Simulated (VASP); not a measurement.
# NaCl (Fm-3m) in VASP: single point with HSE06

Aim: the single point of NaCl with HSE06.

Everything below comes from runs of VASP 6.6.1. Logs are shortened: lines on timing, memory, paths and dates and some standing lists are left out, and cuts for length are marked.

**1. The cell of the first run**

Symmetry: Fm-3m, No. 225, cubic system. The conventional cell has a = 5.774 Å, b = 5.774 Å, c = 5.774 Å, α = 90.00°, β = 90.00°, γ = 90.00°. Na (site symmetry m-3m) has 6 Cl at 2.89 Å within 3.8 Å. Cl (site symmetry m-3m) has 6 Na at 2.89 Å within 3.8 Å.

**2. Single point, HSE06 (strain +3.0%)**

POSCAR

```
NaCl
1.0
    0.0000000000      2.8867798043      2.8867798043
    2.8867798043      0.0000000000      2.8867798043
    2.8867798043      2.8867798043      0.0000000000
Na Cl
1 1
Direct
    0.0000000000      0.0000000000      0.0000000000
    0.5000000000      0.5000000000      0.5000000000
```

INCAR.step1

```
SYSTEM = NaCl
ALGO     = Normal         ! electronic algorithm
EDIFF    = 1E-5           ! SCF threshold, eV
ENCUT    = 520            ! plane-wave cutoff, eV
GGA      = PE             ! functional
ISIF     = 2              ! what is computed and relaxed
ISMEAR   = 0              ! smearing method
LASPH    = .TRUE.         ! aspherical terms in the spheres
LREAL    = .FALSE.        ! projectors in reciprocal space
LWAVE    = .TRUE.         ! write WAVECAR
NBANDS   = 14             ! bands
NELM     = 100            ! most SCF steps
PREC     = Accurate       ! precision mode
SIGMA    = 0.01           ! smearing width, eV
```

INCAR.step2

```
SYSTEM = NaCl
ALGO     = Normal         ! electronic algorithm
EDIFF    = 1E-6           ! SCF threshold, eV
ENCUT    = 520            ! plane-wave cutoff, eV
GGA      = PE             ! functional
HFSCREEN = 0.2079         ! screening, 1/A
ISIF     = 2              ! what is computed and relaxed
ISMEAR   = 0              ! smearing method
ISTART   = 1            
LASPH    = .TRUE.         ! aspherical terms in the spheres
LCHARG   = .TRUE.         ! write CHGCAR
LELF     = .TRUE.         ! ELF
LHFCALC  = .TRUE.         ! exact exchange
LREAL    = .FALSE.        ! projectors in reciprocal space
LVHAR    = .TRUE.       
LWAVE    = .FALSE.        ! write WAVECAR
NBANDS   = 14             ! bands
NELM     = 100            ! most SCF steps
PREC     = Accurate       ! precision mode
PRECFOCK = Normal       
SIGMA    = 0.01           ! smearing width, eV
```

KPOINTS

```
k-points
0
G
  6 6 6
  0 0 0
```

Potentials or basis: VASP PAW PBE potentials, release 64 (Na_pv, Cl).

The run is started by

```
$ cat potpaw_PBE.64/Na_pv/POTCAR potpaw_PBE.64/Cl/POTCAR > POTCAR
$ cp INCAR.step1 INCAR
$ mpirun -np 1 vasp_std > vasp.out
$ cp INCAR.step2 INCAR
$ mpirun -np 1 vasp_std > vasp.out
```

OUTCAR:

```text
SYSTEM = NaCl
   EDIFF = 1E-6
   ENCUT = 520
   GGA = PE
   HFSCREEN = 0.2079
   ISIF = 2
   ISMEAR = 0
   ISTART = 1
   LASPH = .TRUE.
   LHFCALC = .TRUE.
   LREAL = .FALSE.
   NELM = 100
   PREC = Accurate
   PRECFOCK = Normal

 ion  position               nearest neighbor table
   1  0.000  0.000  0.000-
   2  0.500  0.500  0.500-

  LATTYP: Found a face centered cubic cell.
 ALAT       =     5.7735596086

  Lattice vectors:

 A1 = (   0.0000000000,   2.8867798043,   2.8867798043)
 A2 = (   2.8867798043,   0.0000000000,   2.8867798043)
 A3 = (   2.8867798043,   2.8867798043,   0.0000000000)

Analysis of symmetry for initial positions (statically):
=====================================================================
 Subroutine PRICEL returns:
 Original cell was already a primitive cell.

 Routine SETGRP: Setting up the symmetry group for a
 face centered cubic supercell.

 Subroutine GETGRP returns: Found 48 space group operations
 (whereof 48 operations were pure point group operations)
 out of a pool of 48 trial point group operations.

The static configuration has the point symmetry O_h .

Analysis of symmetry for dynamics (positions and initial velocities):
=====================================================================
 Subroutine PRICEL returns:
 Original cell was already a primitive cell.

 Routine SETGRP: Setting up the symmetry group for a
 face centered cubic supercell.

 Subroutine GETGRP returns: Found 48 space group operations
 (whereof 48 operations were pure point group operations)
 out of a pool of 48 trial point group operations.

The dynamic configuration has the point symmetry O_h .

 Subroutine INISYM returns: Found 48 space group operations
 (whereof 48 operations are pure point group operations),
 and found     1 'primitive' translations

----------------------------------------------------------------------------------------

                                     Primitive cell

  volume of cell :      48.1139

  direct lattice vectors                    reciprocal lattice vectors
     0.000000000  2.886779804  2.886779804    -0.173203373  0.173203373  0.173203373
     2.886779804  0.000000000  2.886779804     0.173203373 -0.173203373  0.173203373
     2.886779804  2.886779804  0.000000000     0.173203373  0.173203373 -0.173203373

  length of vectors
     4.082523151  4.082523151  4.082523151     0.299997043  0.299997043  0.299997043
[... 88 lines left out ...]
   EFERMI_NEDOS =   21; number of points for ismear=-14 and -15
   IALGO  =     38    algorithm
   IMIX   =      1    mixing-type and parameters
     AMIX     =   0.40;   BMIX     =  1.00
     AMIX_MAG =   1.60;   BMIX_MAG =  1.00
  volume/ion in A,a.u.               =      24.06       162.34
  Fermi-wavevector in a.u.,A,eV,Ry     =   1.084827  2.050026 16.012014  1.176850
  Thomas-Fermi vector in A             =   2.220926
   LORBIT       =      0    0 simple, 1 ext, 2 COOP (PROOUT), +10 PAW based schemes
   GGA     = PE    functional components
   LHFCALC =     T    Hartree Fock is set to
   PRECFOCK=normal    Normal, Fast or Accurate (Low or Medium for compatibility)
   ENCUT4O =  -1.0   cutoff for four orbital integrals eV
   NKREDX  =     1    reduce k-point grid by
   NKREDY  =     1    reduce k-point grid by
   NKREDZ  =     1    reduce k-point grid by
   AEXX    =    0.2500 exact exchange contribution
   HFSCREEN=    0.2079 screening length (either q_TF or 0.3 A-1)
   HFSCREENC=   0.2079 screening length for correlation (either q_TF or 0.3 A-1)
   ENCUTFOCK=  -1.0 apply spherical cutoff to Coloumb kernel
   IVDW    =     0    specifies the selected vdW correction
   LEPSILON=     F    determine dielectric tensor
   LRPA    =     F    only Hartree local field effects (RPA)
 non-spin polarized calculation
 Gauss-broadening in eV      SIGMA  =   0.01
  energy-cutoff  :      520.00
  volume of cell :       48.11
 maximum number of plane-waves:      1313
  NGX = 24; NGY = 24; NGZ = 24

 number of electron      13.9999997 magnetization

 Free energy of the ion-electron system (eV)
  ---------------------------------------------------
  ext. energy  EPLUGINS =         0.00000000
  ---------------------------------------------------
  free energy    TOTEN  =        -7.86605132 eV

  energy without entropy =       -7.86605132  energy(sigma->0) =       -7.86605132

 E-fermi :  -1.9541     XC(G=0):  -6.5650

 val. band max:       -2.1058977010   @ k =   0.0000   0.0000   0.0000
 cond. band min:       4.0887038743   @ k =   0.0000   0.0000   0.0000
 fundamental gap:      6.1946015752
 Fermi energy:        -1.9540713270

 k-point     1 :       0.0000    0.0000    0.0000
  band No.  band energies     occupation
      1     -25.1393      2.00000
      2     -25.1393      2.00000
      3     -25.1393      2.00000
      4     -15.7980      2.00000
      5      -2.1059      2.00000
      6      -2.1059      2.00000
      7      -2.1059      2.00000
      8       4.0887      0.00000
      9      10.4073      0.00000
     10      10.4073      0.00000
     11      10.4073      0.00000
     12      12.6418      0.00000
     13      12.6418      0.00000
     14      13.8378      0.00000
[... 241 lines left out ...]
      1     -25.1509      2.00000
      2     -25.1469      2.00000
      3     -25.1457      2.00000
      4     -15.4443      2.00000
      5      -3.4711      2.00000
      6      -2.9697      2.00000
      7      -2.7769      2.00000
      8       7.4870      0.00000
      9       8.0808      0.00000
     10       9.5411      0.00000
     11      11.1430      0.00000
     12      14.1748      0.00000
     13      15.4265      0.00000
     14      15.5045      0.00000

------------------------ aborting loop because EDIFF is reached ----------------------------------------

  FORCE on cell =-STRESS in cart. coord.  units (eV):
  Direction    XX          YY          ZZ          XY          YZ          ZX
  --------------------------------------------------------------------------------------
  -------------------------------------------------------------------------------------
  Total       -0.4044317     -0.4044317     -0.4044317      0.0000000     -0.0000000      0.0000000
  in kB      -13.4674311    -13.4674311    -13.4674311      0.0000000     -0.0000000      0.0000000
  external PRESSURE =     -13.4674311 kB  Pullay stress =       0.0000000 kB

 VOLUME and BASIS-vectors are now :
 -----------------------------------------------------------------------------
  energy-cutoff  :      520.00
  volume of cell :       48.11
      direct lattice vectors                 reciprocal lattice vectors
     0.000000000  2.886779804  2.886779804    -0.173203373  0.173203373  0.173203373
     2.886779804  0.000000000  2.886779804     0.173203373 -0.173203373  0.173203373
     2.886779804  2.886779804  0.000000000     0.173203373  0.173203373 -0.173203373

 POSITION                                       TOTAL-FORCE (eV/Angst)
 -----------------------------------------------------------------------------------
      0.00000      0.00000      0.00000        -0.000000      0.000000     -0.000000
      2.88678      2.88678      2.88678         0.000000     -0.000000      0.000000
 -----------------------------------------------------------------------------------
    total drift:                               -0.000000     -0.000000     -0.000000

  FREE ENERGIE OF THE ION-ELECTRON SYSTEM (eV)
  ---------------------------------------------------
  free  energy   TOTEN  =        -7.8660513233 eV

  energy  without entropy=       -7.8660513233  energy(sigma->0) =       -7.86605132
```

OUTCAR.step1:

```text
SYSTEM = NaCl
   EDIFF = 1E-5
   ENCUT = 520
   GGA = PE
   ISIF = 2
   ISMEAR = 0
[... 483 lines left out ...]
      0.00000      0.00000      0.00000         0.000000      0.000000      0.000000
      2.88678      2.88678      2.88678         0.000000      0.000000      0.000000
 -----------------------------------------------------------------------------------
    total drift:                               -0.000000      0.000000      0.000000

  FREE ENERGIE OF THE ION-ELECTRON SYSTEM (eV)
  ---------------------------------------------------
  free  energy   TOTEN  =        -6.7726654845 eV

  energy  without entropy=       -6.7726654845  energy(sigma->0) =       -6.77266548
```

OSZICAR.step1:

```text
N       E                     dE             d eps       ncg     rms          rms(c)
DAV:   1     0.963622624913E+02    0.96362E+02   -0.69425E+03   460   0.987E+02
DAV:   2     0.130861861091E+01   -0.95054E+02   -0.87420E+02   504   0.262E+02
DAV:   3    -0.685155850629E+01   -0.81602E+01   -0.81220E+01   562   0.702E+01
DAV:   4    -0.698356103962E+01   -0.13200E+00   -0.13193E+00   544   0.971E+00
DAV:   5    -0.698655759888E+01   -0.29966E-02   -0.29965E-02   562   0.148E+00    0.214E+00
DAV:   6    -0.677853642004E+01    0.20802E+00   -0.35670E-01   568   0.329E+00    0.158E+00
DAV:   7    -0.676638383316E+01    0.12153E-01   -0.84431E-02   592   0.160E+00    0.108E+00
DAV:   8    -0.677261687758E+01   -0.62330E-02   -0.10791E-02   508   0.861E-01    0.284E-01
DAV:   9    -0.677251954261E+01    0.97335E-04   -0.22259E-04   568   0.112E-01    0.168E-01
DAV:  10    -0.677267954188E+01   -0.16000E-03   -0.42460E-04   520   0.142E-01    0.784E-02
DAV:  11    -0.677266592822E+01    0.13614E-04   -0.21624E-05   572   0.389E-02    0.218E-02
DAV:  12    -0.677266548447E+01    0.44375E-06   -0.31818E-06   314   0.148E-02
   1 F= -.67726655E+01 E0= -.67726655E+01  d E =-.867905E-36
```

It took 14 min on 1 thread of AMD EPYC 7R43 (Zen 3), shared host; peak memory 0.25 GiB.

Results:

```yaml
Free_energy: -7.8661 eV
Pressure: -1.3 GPa
Band_gap_on_the_k_mesh: 6.19 eV
```

Caveat: the cell differs from its parent crystal (strain +3.0%); the PAW data sets were made with another functional, which shifts forces and pressure a little.
